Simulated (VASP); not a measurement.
# Al32O (a cell with a defect) in VASP: relaxation of the atoms with LDA

Aim: the relaxation of the atoms of Al32O (a cell with a defect) with LDA.

All numbers are computed with VASP 6.6.1; they aren't measurements. Logs are shortened: lines on timing, memory, paths and dates and some standing lists are left out, and cuts for length are marked.

## 1. The cell of the first run

The cell holds a defect, 33 atoms: a = 8.100 Å, b = 8.100 Å, c = 8.100 Å, α = 90.00°, β = 90.00°, γ = 90.00°.

## 2. Relaxation of the atoms, LDA

The input, INCAR:

```
SYSTEM = Al32O
  ALGO = Normal
  EDIFF = 1E-6
  EDIFFG = -0.03
  ENCUT = 520
  GGA = CA
  IBRION = 2
  ISIF = 2
  ISMEAR = -1
  KPAR = 2
  LASPH = .TRUE.
  LCHARG = .FALSE.
  LREAL = Auto
  LWAVE = .FALSE.
  NELM = 60
  NSW = 80
  PREC = Accurate
  SIGMA = 0.05
```

The input, KPOINTS:

```
k-points
0
G
  2 2 2
  0 0 0
```

The input, POSCAR:

```
Al32O
1.0
    8.1000000000      0.0000000000      0.0000000000
    0.0000000000      8.1000000000      0.0000000000
    0.0000000000      0.0000000000      8.1000000000
Al O
32 1
Direct
    0.5000000000      0.0000000000      0.0000000000
    0.7500000000      0.2500000000      0.0000000000
    0.7500000000      0.0000000000      0.2500000000
    0.0000000000      0.0000000000      0.0000000000
    0.2500000000      0.2500000000      0.0000000000
    0.5000000000      0.5000000000      0.0000000000
    0.7500000000      0.7500000000      0.0000000000
    0.2500000000      0.0000000000      0.2500000000
    0.5000000000      0.2500000000      0.2500000000
    0.7500000000      0.5000000000      0.2500000000
    0.5000000000      0.0000000000      0.5000000000
    0.7500000000      0.2500000000      0.5000000000
    0.7500000000      0.0000000000      0.7500000000
    0.0000000000      0.5000000000      0.0000000000
    0.2500000000      0.7500000000      0.0000000000
    0.0000000000      0.2500000000      0.2500000000
    0.2500000000      0.5000000000      0.2500000000
    0.5000000000      0.7500000000      0.2500000000
    0.0000000000      0.0000000000      0.5000000000
    0.2500000000      0.2500000000      0.5000000000
    0.5000000000      0.5000000000      0.5000000000
    0.7500000000      0.7500000000      0.5000000000
    0.2500000000      0.0000000000      0.7500000000
    0.5000000000      0.2500000000      0.7500000000
    0.7500000000      0.5000000000      0.7500000000
    0.0000000000      0.7500000000      0.2500000000
    0.0000000000      0.5000000000      0.5000000000
    0.2500000000      0.7500000000      0.5000000000
    0.0000000000      0.2500000000      0.7500000000
    0.2500000000      0.5000000000      0.7500000000
    0.5000000000      0.7500000000      0.7500000000
    0.0000000000      0.7500000000      0.7500000000
    0.2434690800      0.7456407600      0.2510625300
```

Potentials or basis: VASP PAW LDA potentials, release 64 (Al, O).

Started as:

```
$ cat potpaw_LDA.64/Al/POTCAR potpaw_LDA.64/O/POTCAR > POTCAR
$ mpirun -np 4 vasp_std > vasp.out
```

OUTCAR:

```text
SYSTEM = Al32O
   EDIFF = 1E-6
   EDIFFG = -0.03
   ENCUT = 520
   GGA = CA
   IBRION = 2
   ISIF = 2
   ISMEAR = -1
   LASPH = .TRUE.
   LREAL = Auto
   NELM = 60
   NSW = 80
   PREC = Accurate

 ion  position               nearest neighbor table
   1  0.500  0.000  0.000-   2 2.86   3 2.86   5 2.86   7 2.86   8 2.86   9 2.86  13 2.86  15 2.86
                            18 2.86  23 2.86  24 2.86  31 2.86
   2  0.750  0.250  0.000-   1 2.86   3 2.86   4 2.86   6 2.86   9 2.86  10 2.86  13 2.86  14 2.86
                            16 2.86  24 2.86  25 2.86  29 2.86
   3  0.750  0.000  0.250-   1 2.86   2 2.86   4 2.86   7 2.86   9 2.86  11 2.86  12 2.86  16 2.86
                            18 2.86  19 2.86  22 2.86  26 2.86
   4  0.000  0.000  0.000-   2 2.86   3 2.86   5 2.86   7 2.86   8 2.86  13 2.86  15 2.86  16 2.86
                            23 2.86  26 2.86  29 2.86  32 2.86
   5  0.250  0.250  0.000-   1 2.86   4 2.86   6 2.86   8 2.86   9 2.86  14 2.86  16 2.86  17 2.86
                            23 2.86  24 2.86  29 2.86  30 2.86
   6  0.500  0.500  0.000-   2 2.86   5 2.86   7 2.86   9 2.86  10 2.86  15 2.86  17 2.86  18 2.86
                            24 2.86  25 2.86  30 2.86  31 2.86
   7  0.750  0.750  0.000-   1 2.86   3 2.86   4 2.86   6 2.86  10 2.86  13 2.86  14 2.86  18 2.86
                            25 2.86  26 2.86  31 2.86  32 2.86
   8  0.250  0.000  0.250-  33 2.06   4 2.86   5 2.86   9 2.86  11 2.86  15 2.86  16 2.86  18 2.86
                            19 2.86  20 2.86  26 2.86  28 2.86   1 2.86
   9  0.500  0.250  0.250-   1 2.86   2 2.86   3 2.86   5 2.86   6 2.86   8 2.86  10 2.86  11 2.86
[... 32 lines left out ...]
                            27 2.86  29 2.86  31 2.86  32 2.86
  26  0.000  0.750  0.250-  33 1.97   4 2.86   7 2.86   8 2.86  10 2.86  14 2.86  15 2.86  17 2.86
                            19 2.86  22 2.86  27 2.86  28 2.86   3 2.86
  27  0.000  0.500  0.500-  10 2.86  12 2.86  16 2.86  17 2.86  20 2.86  22 2.86  25 2.86  26 2.86
                            28 2.86  29 2.86  30 2.86  32 2.86
  28  0.250  0.750  0.500-  33 2.02  11 2.86  17 2.86  18 2.86  19 2.86  21 2.86  23 2.86  26 2.86
                            27 2.86  30 2.86  31 2.86  32 2.86   8 2.86
  29  0.000  0.250  0.750-   2 2.86   4 2.86   5 2.86  12 2.86  13 2.86  14 2.86  19 2.86  20 2.86
                            23 2.86  25 2.86  27 2.86  30 2.86
  30  0.250  0.500  0.750-   5 2.86   6 2.86  14 2.86  15 2.86  20 2.86  21 2.86  24 2.86  27 2.86
                            28 2.86  29 2.86  31 2.86  32 2.86
  31  0.500  0.750  0.750-   1 2.86   6 2.86   7 2.86  11 2.86  13 2.86  15 2.86  21 2.86  22 2.86
                            23 2.86  25 2.86  28 2.86  30 2.86
  32  0.000  0.750  0.750-   4 2.86   7 2.86  13 2.86  14 2.86  15 2.86  19 2.86  22 2.86  23 2.86
                            25 2.86  27 2.86  28 2.86  30 2.86
  33  0.243  0.746  0.251-  26 1.97  17 1.99  28 2.02  15 2.03   8 2.06  18 2.08

  LATTYP: Found a simple cubic cell.
 ALAT       =     8.1000000000

  Lattice vectors:

 A1 = (   8.1000000000,   0.0000000000,   0.0000000000)
 A2 = (   0.0000000000,   8.1000000000,   0.0000000000)
 A3 = (   0.0000000000,   0.0000000000,   8.1000000000)

Analysis of symmetry for initial positions (statically):
=====================================================================
 Subroutine PRICEL returns:
 Original cell was already a primitive cell.

 Routine SETGRP: Setting up the symmetry group for a
 simple cubic supercell.

 Subroutine GETGRP returns: Found  1 space group operations
 (whereof  1 operations were pure point group operations)
 out of a pool of 48 trial point group operations.

The static configuration has the point symmetry C_1 .

Analysis of symmetry for dynamics (positions and initial velocities):
=====================================================================
 Subroutine PRICEL returns:
 Original cell was already a primitive cell.

 Routine SETGRP: Setting up the symmetry group for a
 simple cubic supercell.

 Subroutine GETGRP returns: Found  1 space group operations
 (whereof  1 operations were pure point group operations)
 out of a pool of 48 trial point group operations.

The dynamic configuration has the point symmetry C_1 .

 Subroutine INISYM returns: Found  1 space group operations
 (whereof  1 operations are pure point group operations),
 and found     1 'primitive' translations

----------------------------------------------------------------------------------------

                                     Primitive cell

  volume of cell :     531.4410

  direct lattice vectors                    reciprocal lattice vectors
[... 108 lines left out ...]
  0.000000  0.500000  0.000000      1.000000
  0.000000  0.000000  0.500000      1.000000
  0.500000  0.500000  0.000000      1.000000
  0.000000  0.500000  0.500000      1.000000
  0.500000  0.000000  0.500000      1.000000
  0.500000  0.500000  0.500000      1.000000
   k-points           NKPTS =      8   k-points in BZ     NKDIM =      8   number of bands    NBANDS=     68
   number of dos      NEDOS =    301   number of ions     NIONS =     33
   total plane-waves  NPLWV = 216000
   dimension x,y,z NGX =    60 NGY =   60 NGZ =   60
   dimension x,y,z NGXF=   120 NGYF=  120 NGZF=  120
   ions per type =              32   1
   NGX,Y,Z   is equivalent  to a cutoff of  12.31, 12.31, 12.31 a.u.
   NGXF,Y,Z  is equivalent  to a cutoff of  24.63, 24.63, 24.63 a.u.
 SYSTEM =  Al32O
   PREC   = accura    normal or accurate (medium, high low for compatibility)
   ISTART =      0    job   : 0-new  1-cont  2-samecut
   ICHARG =      2    charge: 1-file 2-atom 10-const
   ISPIN  =      1    spin polarized calculation?
   LNONCOLLINEAR =      F non collinear calculations
   LSORBIT =      F    spin-orbit coupling
   LASPH  =      T    aspherical Exc in radial PAW
   ENCUT  =  520.0 eV  38.22 Ry    6.18 a.u.  15.06 15.06 15.06*2*pi/ulx,y,z
   NELM   =     60;   NELMIN=  2; NELMDL= -5     # of ELM steps
   EDIFF  = 0.1E-05   stopping-criterion for ELM
   LREAL  =      T    real-space projection
   EDIFFG = -.3E-01   stopping-criterion for IOM
   NSW    =     80    number of steps for IOM
   IBRION =      2    ionic relax: 0-MD 1-quasi-New 2-CG
   NFREE  =      1    steps in history (QN), initial steepest desc. (CG)
   ISIF   =      2    stress and relaxation
   ISYM   =      2    0-nonsym 1-usesym 2-fastsym
   POTIM  = 0.5000    time-step for ionic-motion
   TEBEG  =    0.0;   TEEND  =   0.0 temperature during run
   PSTRESS=    0.0 pullay stress
   NELECT =     102.0000    total number of electrons
   NUPDOWN=      -1.0000    fix difference up-down
   EMIN   =  10.00;   EMAX   =-10.00  energy-range for DOS
   EFERMI =   0.00;   METHOD = LEGACY
   ISMEAR =    -1;   SIGMA  =   0.05  broadening in eV -4-tet -1-fermi 0-gaus
   EFERMI_NEDOS =   21; number of points for ismear=-14 and -15
   IALGO  =     38    algorithm
   IMIX   =      4    mixing-type and parameters
     AMIX     =   0.40;   BMIX     =  1.00
     AMIX_MAG =   1.60;   BMIX_MAG =  1.00
  volume/ion in A,a.u.               =      16.10       108.68
  Fermi-wavevector in a.u.,A,eV,Ry     =   0.944329  1.784523 12.133087  0.891757
  Thomas-Fermi vector in A             =   2.072123
   LORBIT       =      0    0 simple, 1 ext, 2 COOP (PROOUT), +10 PAW based schemes
   GGA     = CA    functional components
   LHFCALC =     F    Hartree Fock is set to
   AEXX    =    0.0000 exact exchange contribution
   IVDW    =     0    specifies the selected vdW correction
   LEPSILON=     F    determine dielectric tensor
   LRPA    =     F    only Hartree local field effects (RPA)
 conjugate gradient relaxation of ions
 non-spin polarized calculation
  energy-cutoff  :      520.00
  volume of cell :      531.44
 maximum number of plane-waves:     14400
   NGX = 31   NGY = 31   NGZ = 31

--------------------------------------- Ionic step        1  -------------------------------------------

 number of electron     101.9999999 magnetization

 Free energy of the ion-electron system (eV)
  ---------------------------------------------------
  ext. energy  EPLUGINS =         0.00000000
  ---------------------------------------------------
  free energy    TOTEN  =      -141.47429074 eV

  energy without entropy =     -141.24988193  energy(sigma->0) =     -141.36208633

------------------------ aborting loop because EDIFF is reached ----------------------------------------

  FORCE on cell =-STRESS in cart. coord.  units (eV):
  Direction    XX          YY          ZZ          XY          YZ          ZX
  --------------------------------------------------------------------------------------
  -------------------------------------------------------------------------------------
  Total       -8.8062786     -8.8743598     -8.9223222      0.0177062     -0.0045910     -0.0056991
  in kB      -26.5489866    -26.7542362    -26.8988324      0.0533801     -0.0138408     -0.0171816
  external PRESSURE =     -26.7340184 kB  Pullay stress =       0.0000000 kB
[... 182 lines left out ...]
  FREE ENERGIE OF THE ION-ELECTRON SYSTEM (eV)
  ---------------------------------------------------
  free  energy   TOTEN  =      -141.7835890064 eV

  energy  without entropy=     -141.5818490521  energy(sigma->0) =     -141.68271903

[... ionic steps 4 to 42 ...]

--------------------------------------- Ionic step       43  -------------------------------------------

 number of electron     102.0000013 magnetization

------------------------ aborting loop because EDIFF is reached ----------------------------------------
[... 129 lines left out ...]
--------------------------------------- Ionic step       45  -------------------------------------------

 number of electron     102.0000013 magnetization

 Free energy of the ion-electron system (eV)
  ---------------------------------------------------
  ext. energy  EPLUGINS =         0.00000000
  ---------------------------------------------------
  free energy    TOTEN  =      -143.51818861 eV

  energy without entropy =     -143.41268776  energy(sigma->0) =     -143.46543819

 E-fermi :   7.5517     XC(G=0): -10.3891

 val. band max:        7.5065301040   @ k =   0.5000   0.0000   0.0000
 cond. band min:       7.6474095192   @ k =   0.0000   0.5000   0.0000
 fundamental gap:      0.1408794153
 Fermi energy:         7.5517490966

 k-point     1 :       0.0000    0.0000    0.0000
  band No.  band energies     occupation
      1     -13.3691      2.00000
      2      -3.1396      2.00000
      3      -1.3519      2.00000
      4      -1.3492      2.00000
      5      -1.3487      2.00000
      6      -1.0646      2.00000
[... 517 lines left out ...]
     62      11.0863      0.00000
     63      11.0874      0.00000
 [bands above 63 left out]

------------------------ aborting loop because EDIFF is reached ----------------------------------------

  FORCE on cell =-STRESS in cart. coord.  units (eV):
  Direction    XX          YY          ZZ          XY          YZ          ZX
  --------------------------------------------------------------------------------------
  -------------------------------------------------------------------------------------
  Total       -8.1124507     -8.1056509     -8.1158360      0.0165553      0.0102528      0.0004701
  in kB      -24.4572485    -24.4367485    -24.4674544      0.0499107      0.0309100      0.0014174
  external PRESSURE =     -24.4538171 kB  Pullay stress =       0.0000000 kB
[... 48 lines left out ...]
  FREE ENERGIE OF THE ION-ELECTRON SYSTEM (eV)
  ---------------------------------------------------
  free  energy   TOTEN  =      -143.5181886144 eV

  energy  without entropy=     -143.4126877572  energy(sigma->0) =     -143.46543819

 reached required accuracy - stopping structural energy minimisation
```

Run time: 51 min. Hardware: 4 MPI ranks of Intel Xeon Platinum 8259CL at 2.50GHz (Skylake/Cascade Lake), shared host; peak memory 0.34 GiB.

What came out:

```yaml
Free_energy: -143.5182 eV
Energy_gained_by_relaxing: 61.9 meV/atom
Ionic_steps: 45
Pressure_after_relaxing: -2.4 GPa
Largest_force_after_relaxing: 0.021 eV/Å
Band_gap_on_the_k_mesh: zero (bands 51 and 52 overlap by 0.85 eV)
```

Forces in eV/Å, atoms in the order of the input:
```
Al  -0.001  0.002 -0.005
Al   0.000 -0.001 -0.006
Al   0.004  0.005 -0.001
Al   0.000  0.005 -0.006
Al  -0.002  0.003 -0.001
Al  -0.001  0.006  0.002
Al   0.007 -0.001 -0.001
Al   0.006  0.008 -0.003
Al   0.006  0.003 -0.001
Al  -0.004 -0.002  0.000
Al  -0.012 -0.014 -0.009
Al  -0.006 -0.009  0.007
Al  -0.005 -0.001  0.000
Al   0.014  0.013  0.007
Al   0.002  0.004  0.005
Al  -0.004 -0.006 -0.002
Al   0.002  0.001  0.008
Al   0.011  0.007 -0.002
Al   0.008 -0.005 -0.007
Al  -0.001 -0.004 -0.002
Al  -0.002  0.006 -0.006
Al   0.000  0.000 -0.001
Al  -0.002 -0.004  0.002
Al  -0.005 -0.011  0.002
Al  -0.002 -0.002  0.002
Al   0.006 -0.002  0.008
Al  -0.015 -0.011  0.002
Al   0.004  0.001  0.009
Al  -0.003 -0.001 -0.001
Al   0.001  0.003  0.003
Al  -0.001  0.000 -0.001
Al   0.000  0.004  0.003
O   -0.003  0.001 -0.006
```

The path:
```tsv
step	energy change (eV)	largest force (eV/Å)	pressure (GPa)
1	0.0000	1.0821	-2.67
3	-0.3093	0.1928	-3.16
5	-0.3321	0.2215	-3.15
7	-0.3479	0.2741	-3.08
9	-0.3911	0.4606	-2.95
11	-0.4415	1.1387	-2.55
13	-0.4515	1.3481	-2.46
15	-0.4734	1.6432	-2.31
17	-0.5963	1.3337	-2.16
19	-0.6058	2.3087	-1.53
21	-0.8155	0.9069	-1.90
23	-0.9525	1.0037	-1.97
25	-1.0991	1.5274	-1.45
27	-1.3698	0.7303	-1.80
29	-1.5545	1.1806	-1.82
31	-1.7734	0.5789	-2.14
33	-1.8419	0.3688	-2.20
35	-1.9450	0.3761	-2.31
37	-2.0105	0.1380	-2.42
39	-2.0356	0.0747	-2.43
41	-2.0406	0.0528	-2.44
43	-2.0432	0.0345	-2.45
45	-2.0439	0.0207	-2.45
```

Final structure:
```xyz
33
Lattice="8.1000 0.0000 0.0000 0.0000 8.1000 0.0000 0.0000 0.0000 8.1000" Properties=species:S:1:pos:R:3 pbc="T T T"
Al    4.0846    0.0349    8.0639
Al    6.0960    2.0452    8.0670
Al    6.0619    0.0689    2.0015
Al    0.0352    0.0676    8.0318
Al    2.0504    2.0119    8.0286
Al    4.1202    4.0826    8.0283
Al    6.0599    6.0992    8.0282
Al    2.0678    0.0624    1.9808
Al    4.1172    2.0136    2.0010
Al    6.0691    4.0645    1.9792
Al    4.1260    0.0769    4.0195
Al    6.0692    2.0206    4.0129
Al    6.0994    0.0374    6.0540
Al    0.0076    4.0584    8.0321
Al    2.0677    6.1175    8.0315
Al    0.0150    2.0208    1.9798
Al    2.1374    3.9933    1.9038
Al    4.1101    6.1189    1.9792
Al    0.0112    0.0659    4.0374
Al    2.0708    2.0212    4.0359
Al    4.1141    4.0631    4.0355
Al    6.0688    6.1210    4.0359
Al    2.0507    0.0706    6.0840
Al    4.0895    2.0514    6.0520
Al    6.0644    4.0845    6.0833
Al    8.0387    6.1881    1.9061
Al    8.0494    3.9972    4.1083
Al    2.1411    6.1941    4.1002
Al    0.0347    2.0125    6.0867
Al    2.0700    4.0632    6.0780
Al    4.1185    6.0994    6.0838
Al    0.0136    6.1197    6.0785
O     1.0419    5.0933    3.0047
```

Caveat: the k points lie up to 0.39 Å⁻¹ apart, too coarse for converged energies and pressures of a metal.

The gap in the log of VASP goes by the Fermi energy; the results here count the filled bands.